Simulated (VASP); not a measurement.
# Hf2S (P6_3/mmc) in VASP: notebook

Hf2S is run at these levels: r2SCAN; tasks: single point.

All numbers are computed with VASP 6.6.1; they aren't measurements. Logs are shortened: lines on timing, memory, paths and dates and some standing lists are left out, and cuts for length are marked.

### Step 1. The cell of the first run

It takes space group P6_3/mmc (No. 194, hexagonal). The conventional cell has a = 3.374 Å, b = 3.374 Å, c = 11.717 Å, α = 90.00°, β = 90.00°, γ = 120.00°. Hf (site symmetry 3m) has 3 S at 2.62 Å and 10 Hf at 3.05 to 3.51 Å within 3.6 Å. Within 3.5 Å of S (site symmetry -6m2) lie 6 Hf at 2.62 Å and 6 S at 3.37 Å.

### Step 2. Single point, r2SCAN

Contents of POSCAR:

```
Hf2S
1.0
    3.3742737662      0.0000000000      0.0000000000
   -1.6871368831      2.9222068008      0.0000000000
    0.0000000000      0.0000000000     11.7174070300
Hf S
4 2
Direct
    0.6666666667      0.3333333333      0.8998116400
    0.3333333333      0.6666666667      0.3998116400
    0.6666666667      0.3333333333      0.6001883600
    0.3333333333      0.6666666667      0.1001883600
    0.0000000000      0.0000000000      0.7500000000
    0.0000000000      0.0000000000      0.2500000000
```

Contents of INCAR.step1:

```
SYSTEM = Hf2S
PREC = Accurate
ENCUT = 520
ISMEAR = 1
SIGMA = 0.02
LREAL = .FALSE.
LASPH = .TRUE.
NELM = 100
NBANDS = 35
GGA = PE
ALGO = Normal
EDIFF = 1E-4
LWAVE = .TRUE.
LCHARG = .FALSE.
```

Contents of INCAR.step2:

```
SYSTEM = Hf2S
PREC = Accurate
ENCUT = 520
EDIFF = 1E-6
ISMEAR = 1
SIGMA = 0.02
LREAL = .FALSE.
LASPH = .TRUE.
NELM = 100
ALGO = Normal
ISIF = 2
LWAVE = .FALSE.
LCHARG = .TRUE.
METAGGA = R2SCAN
LMIXTAU = .TRUE.
LELF = .TRUE.
LVHAR = .TRUE.
NBANDS = 35
ISTART = 1
```

Contents of KPOINTS:

```
Automatic mesh
0
G
  12 12 4
  0 0 0
```

Potentials or basis: VASP PAW PBE potentials, release 64 (Hf_pv, S).

On the command line:

```sh
$ cat potpaw_PBE.64/Hf_pv/POTCAR potpaw_PBE.64/S/POTCAR > POTCAR
$ cp INCAR.step1 INCAR
$ mpirun -np 1 vasp_std > vasp.out
$ cp INCAR.step2 INCAR
$ mpirun -np 1 vasp_std > vasp.out
```

OUTCAR:

```text
SYSTEM = Hf2S
   PREC = Accurate
   ENCUT = 520
   EDIFF = 1E-6
   ISMEAR = 1
   LREAL = .FALSE.
   LASPH = .TRUE.
   NELM = 100
   ISIF = 2
   METAGGA = R2SCAN
   ISTART = 1

 ion  position               nearest neighbor table
   1  0.667  0.333  0.900-   5 2.62   5 2.62   5 2.62   4 3.05   4 3.05   4 3.05   3 3.51
   2  0.333  0.667  0.400-   6 2.62   6 2.62   6 2.62   3 3.05   3 3.05   3 3.05   4 3.51
   3  0.667  0.333  0.600-   5 2.62   5 2.62   5 2.62   2 3.05   2 3.05   2 3.05   1 3.51
   4  0.333  0.667  0.100-   6 2.62   6 2.62   6 2.62   1 3.05   1 3.05   1 3.05   2 3.51
   5  0.000  0.000  0.750-   1 2.62   3 2.62   1 2.62   3 2.62   1 2.62   3 2.62
   6  0.000  0.000  0.250-   2 2.62   4 2.62   2 2.62   4 2.62   2 2.62   4 2.62

  LATTYP: Found a hexagonal cell.
 ALAT       =     3.3742737662
 C/A-ratio  =     3.4725715345

  Lattice vectors:

 A1 = (   3.3742737662,   0.0000000000,   0.0000000000)
 A2 = (  -1.6871368831,   2.9222068008,   0.0000000000)
 A3 = (   0.0000000000,   0.0000000000,  11.7174070300)

Analysis of symmetry for initial positions (statically):
=====================================================================
 Subroutine PRICEL returns:
 Original cell was already a primitive cell.

 Routine SETGRP: Setting up the symmetry group for a
 hexagonal supercell.

 Subroutine GETGRP returns: Found 24 space group operations
 (whereof 12 operations were pure point group operations)
 out of a pool of 24 trial point group operations.

The static configuration has the point symmetry D_3d.
 The point group associated with its full space group is D_6h.

Analysis of symmetry for dynamics (positions and initial velocities):
=====================================================================
 Subroutine PRICEL returns:
 Original cell was already a primitive cell.

 Routine SETGRP: Setting up the symmetry group for a
 hexagonal supercell.

 Subroutine GETGRP returns: Found 24 space group operations
 (whereof 12 operations were pure point group operations)
 out of a pool of 24 trial point group operations.

The dynamic configuration has the point symmetry D_3d.
 The point group associated with its full space group is D_6h.

 Subroutine INISYM returns: Found 24 space group operations
 (whereof 12 operations are pure point group operations),
 and found     1 'primitive' translations

----------------------------------------------------------------------------------------

                                     Primitive cell

  volume of cell :     115.5375

  direct lattice vectors                    reciprocal lattice vectors
     3.374273766  0.000000000  0.000000000     0.296360067  0.171103565  0.000000000
    -1.687136883  2.922206801  0.000000000     0.000000000  0.342207129  0.000000000
     0.000000000  0.000000000 11.717407030     0.000000000  0.000000000  0.085343114

  length of vectors
     3.374273766  3.374273766 11.717407030     0.342207129  0.342207129  0.085343114

  position of ions in fractional coordinates (direct lattice)
     0.666666667  0.333333333  0.899811640
     0.333333333  0.666666667  0.399811640
     0.666666667  0.333333333  0.600188360
     0.333333333  0.666666667  0.100188360
     0.000000000  0.000000000  0.750000000
     0.000000000  0.000000000  0.250000000

  ion indices of the primitive-cell ions
   primitive index   ion index
                 1           1
                 2           2
                 3           3
                 4           4
                 5           5
                 6           6

----------------------------------------------------------------------------------------

 KPOINTS: Automatic mesh

Automatic generation of k-mesh.
 Grid dimensions read from file:
 generate k-points for:   12   12    4

 Generating k-lattice:

  Cartesian coordinates                     Fractional coordinates (reciprocal lattice)
     0.024696672  0.014258630  0.000000000     0.083333333 -0.000000000  0.000000000
     0.000000000  0.028517261  0.000000000     0.000000000  0.083333333  0.000000000
     0.000000000  0.000000000  0.021335778     0.000000000  0.000000000  0.250000000

  Length of vectors
     0.028517261  0.028517261  0.021335778

  Shift w.r.t. Gamma in fractional coordinates (k-lattice)
     0.000000000  0.000000000  0.000000000

 Subroutine IBZKPT returns following result:
 ===========================================

 Found     57 irreducible k-points:

 Following reciprocal coordinates:
            Coordinates               Weight
  0.000000  0.000000  0.000000      1.000000
  0.083333  0.000000  0.000000      6.000000
  0.166667 -0.000000  0.000000      6.000000
  0.250000 -0.000000  0.000000      6.000000
  0.333333 -0.000000  0.000000      6.000000
  0.416667 -0.000000  0.000000      6.000000
[... 16 lines left out ...]
  0.250000 -0.000000  0.250000     12.000000
  0.333333 -0.000000  0.250000     12.000000
 [... further k-points ...]
   k-points           NKPTS =     57   k-points in BZ     NKDIM =     57   number of bands    NBANDS=     35
   number of dos      NEDOS =    301   number of ions     NIONS =      6
   total plane-waves  NPLWV =  70560
   dimension x,y,z NGX =    28 NGY =   28 NGZ =   90
   dimension x,y,z NGXF=    56 NGYF=   56 NGZF=  180
   ions per type =               4   2
   NGX,Y,Z   is equivalent  to a cutoff of  13.80, 13.80, 12.77 a.u.
   NGXF,Y,Z  is equivalent  to a cutoff of  27.59, 27.59, 25.54 a.u.
 SYSTEM =  Hf2S
   PREC   = accura    normal or accurate (medium, high low for compatibility)
   ISTART =      1    job   : 0-new  1-cont  2-samecut
   ICHARG =      0    charge: 1-file 2-atom 10-const
   ISPIN  =      1    spin polarized calculation?
   LNONCOLLINEAR =      F non collinear calculations
   LSORBIT =      F    spin-orbit coupling
   LASPH  =      T    aspherical Exc in radial PAW
   ENCUT  =  520.0 eV  38.22 Ry    6.18 a.u.   6.27  6.27 21.79*2*pi/ulx,y,z
   NELM   =    100;   NELMIN=  2; NELMDL=  0     # of ELM steps
   EDIFF  = 0.1E-05   stopping-criterion for ELM
   LREAL  =      F    real-space projection
   EDIFFG = 0.1E-04   stopping-criterion for IOM
   NSW    =      0    number of steps for IOM
   IBRION =     -1    ionic relax: 0-MD 1-quasi-New 2-CG
   NFREE  =      0    steps in history (QN), initial steepest desc. (CG)
   ISIF   =      2    stress and relaxation
   ISYM   =      2    0-nonsym 1-usesym 2-fastsym
   POTIM  = 0.5000    time-step for ionic-motion
   TEBEG  =    0.0;   TEEND  =   0.0 temperature during run
   PSTRESS=    0.0 pullay stress
   NELECT =      52.0000    total number of electrons
   NUPDOWN=      -1.0000    fix difference up-down
   EMIN   =  10.00;   EMAX   =-10.00  energy-range for DOS
   EFERMI =   0.00;   METHOD = LEGACY
   ISMEAR =     1;   SIGMA  =   0.02  broadening in eV -4-tet -1-fermi 0-gaus
   EFERMI_NEDOS =   21; number of points for ismear=-14 and -15
   IALGO  =     38    algorithm
   IMIX   =      4    mixing-type and parameters
     AMIX     =   0.40;   BMIX     =  1.00
     AMIX_MAG =   1.60;   BMIX_MAG =  1.00
  volume/ion in A,a.u.               =      19.26       129.95
  Fermi-wavevector in a.u.,A,eV,Ry     =   1.254590  2.370831 21.415503  1.573995
  Thomas-Fermi vector in A             =   2.388387
   LORBIT       =      0    0 simple, 1 ext, 2 COOP (PROOUT), +10 PAW based schemes
   METAGGA = R2SCAN    functional components
   LHFCALC =     F    Hartree Fock is set to
   AEXX    =    0.0000 exact exchange contribution
   IVDW    =     0    specifies the selected vdW correction
   LEPSILON=     F    determine dielectric tensor
   LRPA    =     F    only Hartree local field effects (RPA)
 non-spin polarized calculation
 Methfessel and Paxton  Order N= 1 SIGMA  =   0.02
  energy-cutoff  :      520.00
  volume of cell :      115.54
 maximum number of plane-waves:      3142
 NGX is ok and might be reduce to    28
   NGX = 13   NGY = 13   NGZ = 43

 number of electron      52.0000002 magnetization

 Free energy of the ion-electron system (eV)
  ---------------------------------------------------
  ext. energy  EPLUGINS =         0.00000000
  ---------------------------------------------------
  free energy    TOTEN  =      -203.69036952 eV

  energy without entropy =     -203.69002317  energy(sigma->0) =     -203.69025407

 E-fermi :   6.5401     XC(G=0): -12.1419

 val. band max:        6.5360720648   @ k =   0.0833   0.0833   0.2500
 cond. band min:       6.5418483470   @ k =   0.0833   0.0833   0.2500
 fundamental gap:      0.0057762822
 Fermi energy:         6.5401072314

 k-point     1 :       0.0000    0.0000    0.0000
  band No.  band energies     occupation
      1     -26.1032      2.00000
      2     -25.9852      2.00000
      3     -25.6371      2.00000
      4     -25.5582      2.00000
      5     -25.5582      2.00000
      6     -25.5488      2.00000
[... 27 lines left out ...]
     34       9.1804      0.00000
     35       9.3454      0.00000

 k-point     2 :       0.0833    0.0000    0.0000
  band No.  band energies     occupation
      1     -26.0931      2.00000
      2     -25.9777      2.00000
      3     -25.6688      2.00000
      4     -25.5966      2.00000
      5     -25.5664      2.00000
      6     -25.5569      2.00000
[... 27 lines left out ...]
     34       9.0954      0.00000
     35       9.2344      0.00000

 k-point     3 :       0.1667   -0.0000    0.0000
  band No.  band energies     occupation
      1     -26.0658      2.00000
      2     -25.9583      2.00000
      3     -25.7416      2.00000
      4     -25.6823      2.00000
      5     -25.5883      2.00000
      6     -25.5785      2.00000
[... 27 lines left out ...]
     34       9.1519      0.00000
     35       9.2192      0.00000
[... 723 lines left out ...]
 k-point    23 :       0.2500   -0.0000    0.2500
  band No.  band energies     occupation
      1     -26.0209      2.00000
      2     -25.9566      2.00000
      3     -25.8206      2.00000
      4     -25.7865      2.00000
      5     -25.6259      2.00000
      6     -25.6157      2.00000
[... 27 lines left out ...]
     34       9.3536      0.00000
     35       9.4752      0.00000

 k-point    24 :       0.3333   -0.0000    0.2500
  band No.  band energies     occupation
      1     -25.9999      2.00000
      2     -25.9501      2.00000
      3     -25.9068      2.00000
      4     -25.8776      2.00000
      5     -25.6800      2.00000
      6     -25.6444      2.00000
[... 27 lines left out ...]
     34       9.6474      0.00000
     35      10.0765      0.00000

 [... further k-points ...]

------------------------ aborting loop because EDIFF is reached ----------------------------------------

  FORCE on cell =-STRESS in cart. coord.  units (eV):
  Direction    XX          YY          ZZ          XY          YZ          ZX
  --------------------------------------------------------------------------------------
  -------------------------------------------------------------------------------------
  Total        0.0523862      0.0523862     -0.1213727      0.0000000     -0.0000000      0.0000000
  in kB        0.7264479      0.7264479     -1.6830960      0.0000000     -0.0000000      0.0000000
  external PRESSURE =      -0.0767334 kB  Pullay stress =       0.0000000 kB

 VOLUME and BASIS-vectors are now :
 -----------------------------------------------------------------------------
  energy-cutoff  :      520.00
  volume of cell :      115.54
      direct lattice vectors                 reciprocal lattice vectors
     3.374273766  0.000000000  0.000000000     0.296360067  0.171103565  0.000000000
    -1.687136883  2.922206801  0.000000000     0.000000000  0.342207129  0.000000000
     0.000000000  0.000000000 11.717407030     0.000000000  0.000000000  0.085343114

 POSITION                                       TOTAL-FORCE (eV/Angst)
 -----------------------------------------------------------------------------------
      1.68714      0.97407     10.54346        -0.000000      0.000000     -0.061847
     -0.00000      1.94814      4.68476         0.000000     -0.000000     -0.061847
      1.68714      0.97407      7.03265         0.000000      0.000000      0.061847
     -0.00000      1.94814      1.17395         0.000000     -0.000000      0.061847
      0.00000      0.00000      8.78806        -0.000000     -0.000000     -0.000000
      0.00000      0.00000      2.92935         0.000000      0.000000     -0.000000
 -----------------------------------------------------------------------------------
    total drift:                                0.000000      0.000000     -0.000000

  FREE ENERGIE OF THE ION-ELECTRON SYSTEM (eV)
  ---------------------------------------------------
  free  energy   TOTEN  =      -203.6903695166 eV

  energy  without entropy=     -203.6900231674  energy(sigma->0) =     -203.69025407
```

It took 6.8 min on 1 thread of Intel Xeon 6975P-C (Granite Rapids), shared host; peak memory 0.39 GiB.

Results:

| Item | Value |
| --- | --- |
| Free energy | -203.6904 eV |
| Pressure | 0.0 GPa |
| Largest force | 0.062 eV/Å |
| Band gap on the k mesh | zero (bands 26 and 27 overlap by 0.89 eV) |

Forces in eV/Å, atoms in the order of the input:
```
Hf   0.000  0.000 -0.062
Hf   0.000  0.000 -0.062
Hf   0.000  0.000  0.062
Hf   0.000  0.000  0.062
S    0.000  0.000  0.000
S    0.000  0.000  0.000
```

Levels at points of the mesh, in eV from the Fermi level:
| k point | band 22 | band 23 | band 24 | band 25 | band 26 | band 27 | band 28 | band 29 | band 30 | band 31 |
| --- | --- | --- | --- | --- | --- | --- | --- | --- | --- | --- |
| (0.00, 0.00, 0.00) | -3.27 | -1.98 | -0.37 | -0.03 | 0.42 | 0.42 | 0.52 | 0.52 | 0.82 | 0.82 |
| (0.50, 0.00, 0.00) | -2.61 | -2.07 | -1.57 | -1.56 | -1.07 | -0.48 | 0.85 | 1.07 | 2.49 | 3.36 |
| (0.00, 0.00, 0.50) | -3.80 | -1.42 | -1.42 | 0.37 | 0.37 | 0.37 | 0.37 | 1.41 | 1.41 | 1.61 |
| (0.50, 0.00, 0.50) | -2.56 | -1.98 | -1.98 | -1.35 | -1.35 | 0.34 | 0.34 | 1.40 | 1.40 | 3.98 |

Caveat: the PAW data sets were made with another functional, which shifts forces and pressure a little; spin-orbit coupling is left out, which moves the levels of the heavy elements.

### Step 3. Single point, r2SCAN

POSCAR is that of step 2.

Contents of INCAR.step1:

```
  ALGO = Normal
  EDIFF = 1E-4
  ENCUT = 520
  GGA = PE
  ISMEAR = 1
  LASPH = T
  LCHARG = F
  LREAL = F
  LWAVE = T
  NBANDS = 35
  NELM = 100
  PREC = Accurate
  SIGMA = 0.05
```

Contents of INCAR.step2:

```
  ALGO = Normal
  EDIFF = 1E-6
  ENCUT = 520
  ISIF = 2
  ISMEAR = 1
  ISTART = 1
  LASPH = T
  LCHARG = F
  LMIXTAU = T
  LREAL = F
  LWAVE = F
  METAGGA = R2SCAN
  NBANDS = 35
  NELM = 100
  PREC = Accurate
  SIGMA = 0.05
```

Contents of KPOINTS:

```
k-points
0
Gamma
  12 12 4
```

Potentials or basis: VASP PAW PBE potentials, release 64 (Hf_pv, S).

On the command line:

```sh
$ cat potpaw_PBE.64/Hf_pv/POTCAR potpaw_PBE.64/S/POTCAR > POTCAR
$ cp INCAR.step1 INCAR
$ mpirun -np 1 vasp_std > vasp.out
$ cp INCAR.step2 INCAR
$ mpirun -np 1 vasp_std > vasp.out
```

It took 6.7 min on 1 thread of Intel Xeon 6975P-C (Granite Rapids), shared host; peak memory 0.39 GiB.

The run converged. Its results:

```yaml
Free_energy: -203.6911 eV
Pressure: 0.0 GPa
Largest_force: 0.038 eV/Å
Band_gap_on_the_k_mesh: zero (bands 26 and 27 overlap by 0.89 eV)
```

Forces on the atoms (eV/Å):
```
Hf   0.000  0.000 -0.038
Hf   0.000  0.000 -0.038
Hf   0.000  0.000  0.038
Hf   0.000  0.000  0.038
S    0.000  0.000  0.000
S    0.000  0.000  0.000
```

Stress tensor (GPa, compression positive):
```
 0.06  0.00  0.00
 0.00  0.06  0.00
 0.00  0.00 -0.12
```

Levels at points of the mesh, in eV from the Fermi level:
| k point | band 23 | band 24 | band 25 | band 26 | band 27 | band 28 | band 29 | band 30 |
| --- | --- | --- | --- | --- | --- | --- | --- | --- |
| (0.00, 0.00, 0.00) | -1.98 | -0.37 | -0.03 | 0.41 | 0.41 | 0.52 | 0.52 | 0.81 |
| (0.50, 0.00, 0.00) | -2.08 | -1.58 | -1.56 | -1.08 | -0.48 | 0.85 | 1.07 | 2.48 |
| (0.00, 0.00, 0.50) | -1.42 | -1.42 | 0.36 | 0.36 | 0.36 | 0.36 | 1.41 | 1.41 |
| (0.50, 0.00, 0.50) | -1.98 | -1.98 | -1.35 | -1.35 | 0.34 | 0.34 | 1.40 | 1.40 |

Caveat: the PAW data sets were made with another functional, which shifts forces and pressure a little; spin-orbit coupling is left out, which moves the levels of the heavy elements.
